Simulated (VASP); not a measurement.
H:

```
H
1.0
     2.62348   -2.56690    0.00000
     2.62348    2.56690    0.00000
     0.00000    0.00000    4.14182
H
4
Direct
  0.95330 0.04670 0.06851
  0.45330 0.54670 0.43149
  0.54670 0.45330 0.56851
  0.04670 0.95330 0.93149
```

Base run:

```yaml
Program: VASP 6.6.1
Functional: PBE
Potentials_or_basis: VASP PAW PBE potentials, release 64 (H)
Cutoff: 520 eV
k_mesh: 6 × 6 × 6
Occupations: gaussian, width 0.02 eV
Spin: no spin polarisation
```

Its results: band gap on the k mesh 9.27 eV, indirect (least direct gap 9.88 eV); pressure 0.3 GPa; largest force 0.258 eV/Å.

Q: The run is repeated on the same cell with these changes: functional from PBE to r2SCAN. What comes out?

A: Band gap on the k mesh 10.10 eV, indirect (least direct gap 10.71 eV); pressure -0.2 GPa; largest force 0.026 eV/Å.

r2SCAN gives the wider gap, since meta-GGAs in the generalised Kohn-Sham scheme recover part of the derivative discontinuity.

Caveats: the PAW data sets were made with another functional, which shifts forces and pressure a little (some runs).

A k mesh can miss the band edges.
